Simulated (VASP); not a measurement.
# AlCo (P4/mmm) in VASP: notebook

Runs on AlCo. Level: PBE. Tasks: single point, relaxation of cell and atoms.

Program: VASP 6.6.1. These are calculated values, not measurements. Logs are shortened: lines on timing, memory, paths and dates and some standing lists are left out, and cuts for length are marked.

### 1 The cell of the first run

It takes space group P4/mmm (No. 123, tetragonal). The conventional cell has a = 2.827 Å, b = 2.827 Å, c = 5.607 Å, α = 90.00°, β = 90.00°, γ = 90.00°. Within 3.3 Å of Al (site symmetry 4mm) lie 8 Co at 2.33 to 2.56 Å and 6 Al at 2.41 to 3.20 Å. Co (site symmetry 4/mmm) has 8 Al at 2.56 Å and 6 Co at 2.80 to 2.83 Å within 3.4 Å. Within 3.1 Å of Co (site symmetry 4/mmm) lie 8 Al at 2.33 Å and 6 Co at 2.80 to 2.83 Å.

### 2 Single point, PBE, collinear spin, ferromagnetic start

Contents of INCAR:

```
PREC = Accurate ; ENCUT = 520
EDIFF = 1E-6 ; ISMEAR = 0
SIGMA = 0.1 ; LREAL = F
LASPH = T ; NELM = 150
ALGO = Normal ; ISIF = 2
LWAVE = F ; LCHARG = F
ISPIN = 2 ; MAGMOM = 0 0 3 3
LORBIT = 11 ; LMAXMIX = 4
GGA = PE ; NBANDS = 24
```

Contents of KPOINTS:

```
regular mesh
0
Gamma
  6 6 4
```

Contents of POSCAR:

```
AlCo
1.0
    2.8273804600      0.0000000000      0.0000000000
    0.0000000000      2.8273804600      0.0000000000
    0.0000000000      0.0000000000      5.6068972000
Al Co
2 2
Direct
    0.0000000000      0.0000000000      0.7145315000
    0.0000000000      0.0000000000      0.2854685000
    0.5000000000      0.5000000000      0.0000000000
    0.5000000000      0.5000000000      0.5000000000
```

Potentials or basis: VASP PAW PBE potentials, release 64 (Al, Co).

Run with:

```
$ cat potpaw_PBE.64/Al/POTCAR potpaw_PBE.64/Co/POTCAR > POTCAR
$ mpirun -np 1 vasp_std > vasp.out
```

OUTCAR:

```text
PREC = Accurate
   ENCUT = 520
   EDIFF = 1E-6
   ISMEAR = 0
   LREAL = F
   LASPH = T
   NELM = 150
   ISIF = 2
   ISPIN = 2
   LORBIT = 11
   GGA = PE

 ion  position               nearest neighbor table
   1  0.000  0.000  0.715-   4 2.33   4 2.33   4 2.33   4 2.33   2 2.41   3 2.56   3 2.56   3 2.56
                             3 2.56   2 3.20
   2  0.000  0.000  0.285-   4 2.33   4 2.33   4 2.33   4 2.33   1 2.41   3 2.56   3 2.56   3 2.56
                             3 2.56   1 3.20
   3  0.500  0.500  0.000-   1 2.56   2 2.56   1 2.56   2 2.56   1 2.56   2 2.56   1 2.56   2 2.56
                             4 2.80   4 2.80
   4  0.500  0.500  0.500-   1 2.33   2 2.33   1 2.33   2 2.33   1 2.33   2 2.33   1 2.33   2 2.33
                             3 2.80   3 2.80

  LATTYP: Found a simple tetragonal cell.
 ALAT       =     2.8273804600
 C/A-ratio  =     1.9830713550

  Lattice vectors:

 A1 = (   2.8273804600,   0.0000000000,   0.0000000000)
 A2 = (   0.0000000000,   2.8273804600,   0.0000000000)
 A3 = (   0.0000000000,   0.0000000000,   5.6068972000)

Analysis of symmetry for initial positions (statically):
=====================================================================
 Subroutine PRICEL returns:
 Original cell was already a primitive cell.

 Routine SETGRP: Setting up the symmetry group for a
 simple tetragonal supercell.

 Subroutine GETGRP returns: Found 16 space group operations
 (whereof 16 operations were pure point group operations)
 out of a pool of 16 trial point group operations.

The static configuration has the point symmetry D_4h.

Analysis of symmetry for dynamics (positions and initial velocities):
=====================================================================
 Subroutine PRICEL returns:
 Original cell was already a primitive cell.

 Routine SETGRP: Setting up the symmetry group for a
 simple tetragonal supercell.

 Subroutine GETGRP returns: Found 16 space group operations
 (whereof 16 operations were pure point group operations)
 out of a pool of 16 trial point group operations.

The dynamic configuration has the point symmetry D_4h.

Analysis of structural, dynamic, and magnetic symmetry:
=====================================================================
 Subroutine PRICEL returns:
 Original cell was already a primitive cell.

 Routine SETGRP: Setting up the symmetry group for a
 simple tetragonal supercell.

 Subroutine GETGRP returns: Found 16 space group operations
 (whereof 16 operations were pure point group operations)
 out of a pool of 16 trial point group operations.

[... 132 lines left out ...]
   IVDW    =     0    specifies the selected vdW correction
   LEPSILON=     F    determine dielectric tensor
   LRPA    =     F    only Hartree local field effects (RPA)
 spin polarized calculation
 Gauss-broadening in eV      SIGMA  =   0.10
  energy-cutoff  :      520.00
  volume of cell :       44.82
 maximum number of plane-waves:      1229
 NGX is ok and might be reduce to    24
   NGX = 11   NGY = 11   NGZ = 21

 number of electron      23.9999984 magnetization       0.1869234

 Free energy of the ion-electron system (eV)
  ---------------------------------------------------
  ext. energy  EPLUGINS =         0.00000000
  ---------------------------------------------------
  free energy    TOTEN  =       -23.23067059 eV

  energy without entropy =      -23.22625600  energy(sigma->0) =      -23.22846330

 E-fermi :  10.8871     XC(G=0): -12.4022

 val. band max:       10.8582534117   @ k =   0.5000   0.0000   0.2500
 cond. band min:      10.8973649383   @ k =   0.3333   0.0000   0.0000
 fundamental gap:      0.0391115266
 Fermi energy:        10.8870764599

 spin component 1

 k-point     1 :       0.0000    0.0000    0.0000
  band No.  band energies     occupation
      1      -0.5180      1.00000
      2       4.2357      1.00000
      3       4.2670      1.00000
      4       7.2937      1.00000
      5       7.9417      1.00000
      6       8.8415      1.00000
[... 637 lines left out ...]
     23      24.4140      0.00000
     24      25.2336      0.00000

 [... further k-points ...]

 spin component 2

 k-point     1 :       0.0000    0.0000    0.0000
  band No.  band energies     occupation
      1      -0.5201      1.00000
      2       4.2304      1.00000
      3       4.2871      1.00000
      4       7.6045      1.00000
      5       8.0170      1.00000
      6       8.8485      1.00000
[... 637 lines left out ...]
     23      24.4229      0.00000
     24      25.2310      0.00000

 [... further k-points ...]

------------------------ aborting loop because EDIFF is reached ----------------------------------------

  FORCE on cell =-STRESS in cart. coord.  units (eV):
  Direction    XX          YY          ZZ          XY          YZ          ZX
  --------------------------------------------------------------------------------------
  -------------------------------------------------------------------------------------
  Total        3.0832218      3.0832218      4.7033911      0.0000000     -0.0000000      0.0000000
  in kB      110.2108231    110.2108231    168.1243338      0.0000000     -0.0000000      0.0000000
  external PRESSURE =     129.5153267 kB  Pullay stress =       0.0000000 kB

 VOLUME and BASIS-vectors are now :
 -----------------------------------------------------------------------------
  energy-cutoff  :      520.00
  volume of cell :       44.82
      direct lattice vectors                 reciprocal lattice vectors
     2.827380460  0.000000000  0.000000000     0.353684272  0.000000000  0.000000000
     0.000000000  2.827380460  0.000000000     0.000000000  0.353684272  0.000000000
     0.000000000  0.000000000  5.606897200     0.000000000  0.000000000  0.178351763

 POSITION                                       TOTAL-FORCE (eV/Angst)
 -----------------------------------------------------------------------------------
      0.00000      0.00000      4.00630         0.000000      0.000000      3.965028
      0.00000      0.00000      1.60059        -0.000000      0.000000     -3.965028
      1.41369      1.41369      0.00000        -0.000000     -0.000000      0.000000
      1.41369      1.41369      2.80345        -0.000000     -0.000000      0.000000
 -----------------------------------------------------------------------------------
    total drift:                                0.000000     -0.000000     -0.000000

  FREE ENERGIE OF THE ION-ELECTRON SYSTEM (eV)
  ---------------------------------------------------
  free  energy   TOTEN  =       -23.2306705887 eV

  energy  without entropy=      -23.2262560036  energy(sigma->0) =      -23.22846330

 total charge

# of ion       s       p       d       tot
------------------------------------------
    1        0.408   0.462   0.000   0.870
    2        0.408   0.462   0.000   0.870
    3        0.406   0.443   7.445   8.294
    4        0.499   0.629   7.645   8.773
--------------------------------------------------
tot          1.720   1.996  15.090  18.807

 magnetization (x)

# of ion       s       p       d       tot
------------------------------------------
    1       -0.001  -0.001   0.000  -0.002
    2       -0.001  -0.001   0.000  -0.002
    3       -0.001  -0.000  -0.015  -0.016
    4        0.009  -0.002   0.210   0.216
--------------------------------------------------
tot          0.006  -0.005   0.195   0.197
```

Wall time 79 s (1 thread of Intel Xeon Platinum 8259CL at 2.50GHz (Skylake/Cascade Lake), shared host); peak memory 0.2 GiB.

What came out:

```yaml
Free_energy: -23.2307 eV
Pressure: 13.0 GPa
Largest_force: 3.965 eV/Å
Net_moment: 0.19 μB per cell
Site_moments: Al -0.00; Co -0.02, +0.22 μB
Valence_electrons_inside_the_program's_atomic_spheres: Al 0.87; Co 8.29, 8.77
```

Forces on the atoms (eV/Å):
```
Al   0.000  0.000  3.965
Al   0.000  0.000 -3.965
Co   0.000  0.000  0.000
Co   0.000  0.000  0.000
```

Caveat: the k points lie up to 0.37 Å⁻¹ apart; forces of over 1 eV/Å act on the atoms, so gaps and moduli don't describe the material at rest.

### 3 Relaxation of cell and atoms, PBE, collinear spin, ferromagnetic start

Contents of INCAR:

```
SYSTEM = AlCo
PREC = Accurate
ENCUT = 600
EDIFF = 1E-6
ISMEAR = 0
SIGMA = 0.1
LREAL = .False.
LASPH = .True.
NELM = 150
ALGO = Normal
ISIF = 3
LWAVE = .False.
LCHARG = .False.
ISPIN = 2
MAGMOM = 0 0 3 3
LORBIT = 11
LMAXMIX = 4
GGA = PE
IBRION = 2
NSW = 90
EDIFFG = -0.04
```

Contents of KPOINTS:

```
Automatic mesh
0
Gamma
  6 6 4
  0 0 0
```

POSCAR is that of step 2.

Potentials or basis: VASP PAW PBE potentials, release 64 (Al, Co).

Run with:

```
$ cat potpaw_PBE.64/Al/POTCAR potpaw_PBE.64/Co/POTCAR > POTCAR
$ mpirun -np 1 vasp_std > vasp.out
```

Wall time 8.2 min (1 thread of Intel Xeon Platinum 8259CL at 2.50GHz (Skylake/Cascade Lake), shared host); peak memory 0.22 GiB.

It converged, with:

* Free energy: -23.9754 eV
* Relaxed volume: 11.59 Å³/atom
* Relaxed cell: a = 2.852 Å, b = 2.852 Å, c = 5.702 Å, α = 90.00°, β = 90.00°, γ = 90.00°
* Space group after relaxing (to 0.1 Å): Pm-3m (No. 221)
* Energy gained by relaxing: 186.2 meV/atom
* Ionic steps: 7
* Pressure after relaxing: 0.1 GPa
* Largest force after relaxing: 0.031 eV/Å
* Band gap on the k mesh: zero (filled and empty bands overlap)
* Net moment: 0.01 μB per cell
* Site moments: Al -0.00; Co -0.03, +0.04 μB
* Valence electrons inside the program's atomic spheres: Al 0.82; Co 8.45, 8.44

Forces on the atoms (eV/Å):
```
Al   0.000  0.000 -0.031
Al   0.000  0.000  0.031
Co   0.000  0.000  0.000
Co   0.000  0.000  0.000
```

Stress tensor (GPa, compression positive):
```
0.19 0.00 0.00
0.00 0.19 0.00
0.00 0.00 0.06
```

The path:
```
step  energy change (eV)  largest force (eV/Å)  pressure (GPa)  volume (Å³)
   1              0.0000                3.9645           12.92        44.82
   2             -0.5375                0.0371          -13.35        50.94
   3             -0.6257                0.7843           -7.75        48.98
   4             -0.7417                0.0868            1.87        45.94
   5             -0.7425                0.1515            0.94        46.18
   6             -0.7425                0.1353            1.16        46.12
   7             -0.7448                0.0311            0.15        46.38
```

Final structure:
```
CELL_PARAMETERS angstrom
2.85189 0.00000 0.00000
0.00000 2.85189 0.00000
0.00000 0.00000 5.70245
ATOMIC_POSITIONS crystal
Al 0.00000 0.00000 0.75034
Al 0.00000 0.00000 0.24966
Co 0.50000 0.50000 0.00000
Co 0.50000 0.50000 0.50000
```

Levels at points of the mesh, in eV from the Fermi level:
Spin up:
```csv
k point,band 9,band 10,band 11,band 12,band 13,band 14,band 15,band 16
"(0.00, 0.00, 0.00)",-0.87,-0.87,-0.87,-0.75,0.14,5.92,5.92,5.93
"(0.50, 0.00, 0.00)",-1.74,-1.53,-1.53,-0.76,-0.27,0.15,2.39,3.41
"(0.50, 0.50, 0.00)",-1.53,-0.29,-0.23,-0.21,2.35,2.35,2.35,2.38
"(0.00, 0.00, 0.50)",-1.34,-1.34,-0.82,-0.80,1.47,1.49,7.41,7.41
"(0.50, 0.00, 0.50)",-1.64,-1.63,-1.18,-1.16,0.06,0.11,5.42,5.44
"(0.50, 0.50, 0.50)",-0.28,-0.21,0.13,0.13,0.16,0.16,2.41,2.42
```
Spin down:
| k point | band 10 | band 11 | band 12 | band 13 | band 14 | band 15 |
| --- | --- | --- | --- | --- | --- | --- |
| (0.00, 0.00, 0.00) | -0.87 | -0.86 | -0.75 | 0.15 | 5.92 | 5.92 |
| (0.50, 0.00, 0.00) | -1.53 | -1.52 | -0.75 | -0.26 | 0.16 | 2.39 |
| (0.50, 0.50, 0.00) | -0.28 | -0.22 | -0.19 | 2.35 | 2.35 | 2.35 |
| (0.00, 0.00, 0.50) | -1.33 | -0.82 | -0.79 | 1.47 | 1.50 | 7.41 |
| (0.50, 0.00, 0.50) | -1.62 | -1.18 | -1.15 | 0.06 | 0.13 | 5.43 |
| (0.50, 0.50, 0.50) | -0.20 | 0.14 | 0.14 | 0.14 | 0.14 | 2.40 |

Caveat: the k points lie up to 0.37 Å⁻¹ apart in the final cell, too coarse for converged energies and pressures of a metal.
